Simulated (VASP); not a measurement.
Set up this calculation in VASP 6.6.1, as the native input.

```yaml
Task: single point
Functional: r2SCAN
Dispersion: D3(BJ)
Potentials_or_basis: VASP PAW PBE potentials, release 64 (C, O, H)
Cutoff: 520 eV
k_mesh: 1 × 1 × 1
Occupations: fermi-dirac, width 0.02 eV
Spin: no spin polarisation
Dipole_correction: no
Further_INCAR_settings: LREAL = Auto; ALGO = Normal; EDIFF = 1e-07; NBANDS = 66
```

The system is H4CO.

```
C O H
1.0
     7.38032    0.00000    0.00000
     0.00000    7.38032    0.00000
     0.00000    0.00000    7.38032
C O H
6 6 24
Direct
  0.11329 0.99789 0.02312
  0.41252 0.62194 0.10771
  0.67959 0.22175 0.09264
  0.32092 0.33396 0.51610
  0.22510 0.78530 0.62556
  0.75043 0.91190 0.55880
  0.09016 0.00818 0.21731
  0.55886 0.71432 0.19545
  0.58806 0.22013 0.92968
  0.26052 0.31630 0.69901
  0.09096 0.65932 0.69779
  0.72037 0.71712 0.57810
  0.03480 0.88620 0.97267
  0.19120 0.08170 0.25153
  0.07604 0.12483 0.95713
  0.25668 0.97127 0.99728
  0.44422 0.63284 0.96213
  0.54544 0.68531 0.32366
  0.43056 0.48086 0.14963
  0.28187 0.67072 0.14321
  0.59300 0.29931 0.18319
  0.65118 0.11959 0.85782
  0.69473 0.08849 0.16166
  0.80503 0.29565 0.08146
  0.19616 0.38230 0.43208
  0.36433 0.27678 0.77460
  0.42620 0.43917 0.49613
  0.38248 0.20552 0.45776
  0.17360 0.92366 0.65589
  0.13428 0.53571 0.70181
  0.36038 0.77253 0.68246
  0.24382 0.77174 0.47312
  0.62400 0.96855 0.49156
  0.83773 0.66779 0.62864
  0.78438 0.98986 0.68525
  0.87030 0.94535 0.47266
```

These files were run (other wordings do the same):

POSCAR

```
H4CO
1.0
    7.3803230000      0.0000000000      0.0000000000
    0.0000000000      7.3803230000      0.0000000000
    0.0000000000      0.0000000000      7.3803230000
C O H
6 6 24
Direct
    0.1132877247     -0.0021137286      0.0231155195
    0.4125158208      0.6219375493      0.1077053132
    0.6795908526      0.2217518122      0.0926382219
    0.3209209136      0.3339555735      0.5161020730
    0.2250985492      0.7853043830      0.6255552772
    0.7504278607      0.9118977584      0.5587966814
    0.0901586557      0.0081839237      0.2173075623
    0.5588644291      0.7143183300      0.1954521503
    0.5880636931      0.2201258671     -0.0703221255
    0.2605170533      0.3163005196      0.6990073470
    0.0909580787      0.6593207370      0.6977878881
    0.7203749755      0.7171230853      0.5781047794
    0.0347952251     -0.1138026073     -0.0273294272
    0.1911975939      0.0817037412      0.2515337066
    0.0760400324      0.1248319349     -0.0428707524
    0.2566825327     -0.0287250301     -0.0027234580
    0.4442217502      0.6328449310     -0.0378709712
    0.5454368325      0.6853087595      0.3236579212
    0.4305638114      0.4808597131      0.1496275976
    0.2818711322      0.6707159023      0.1432051145
    0.5929957266      0.2993093934      0.1831898143
    0.6511774620      0.1195882619     -0.1421753492
    0.6947256915      0.0884920619      0.1616595913
    0.8050325169      0.2956510169      0.0814598494
    0.1961567265      0.3823003411      0.4320813601
    0.3643336477      0.2767765042      0.7746002445
    0.4262008587      0.4391677708      0.4961300474
    0.3824764851      0.2055194603      0.4577577431
    0.1735967382      0.9236587613      0.6558927028
    0.1342759660      0.5357082610      0.7018121023
    0.3603771813      0.7725271645      0.6824633556
    0.2438240169      0.7717412910      0.4731229243
    0.6239970798      0.9685483955      0.4915638516
    0.8377275629      0.6677892011      0.6286445729
    0.7843830141      0.9898618258      0.6852545614
    0.8703006630      0.9453515788      0.4726622399
```

INCAR.step1

```
SYSTEM = H4CO
PREC = Accurate
ENCUT = 520
ISMEAR = -1
SIGMA = 0.02
LREAL = Auto
LASPH = .TRUE.
NELM = 80
NBANDS = 66
GGA = PE
ALGO = Normal
EDIFF = 1E-4
LWAVE = .TRUE.
LCHARG = .FALSE.
```

INCAR.step2

```
SYSTEM = H4CO
PREC = Accurate
ENCUT = 520
EDIFF = 1E-7
ISMEAR = -1
SIGMA = 0.02
LREAL = Auto
LASPH = .TRUE.
NELM = 80
ALGO = Normal
ISIF = 2
LWAVE = .FALSE.
LCHARG = .FALSE.
METAGGA = R2SCAN
LMIXTAU = .TRUE.
IVDW = 12
VDW_S6 = 1.0
VDW_S8 = 0.78981345
VDW_A1 = 0.49484001
VDW_A2 = 5.73083694
NBANDS = 66
ISTART = 1
```

KPOINTS

```
regular mesh
0
G
  1 1 1
  0 0 0
```

Potentials or basis: VASP PAW PBE potentials, release 64 (C, O, H).

Launch:

```console
$ cat potpaw_PBE.64/C/POTCAR potpaw_PBE.64/O/POTCAR potpaw_PBE.64/H/POTCAR > POTCAR
$ cp INCAR.step1 INCAR
$ mpirun -np 1 vasp_gam > vasp.out
$ cp INCAR.step2 INCAR
$ mpirun -np 1 vasp_gam > vasp.out
```

Results of the run:

```json
{
 "Pressure": "-2.2 GPa",
 "Largest force": "4.024 eV/Å",
 "Band gap on the k mesh": "5.34 eV",
 "Dispersion energy per atom": "-0.017 eV"
}
```

Caveat: the k points lie up to 0.85 Å⁻¹ apart, too coarse for converged energies, forces and pressures; the atoms stand as in a frame of molecular dynamics; the PAW data sets were made with another functional, which shifts forces and pressure a little.

Run time: 6.9 min on 1 thread of Intel Xeon 8259CL (shared host), peak memory 0.47 GiB.
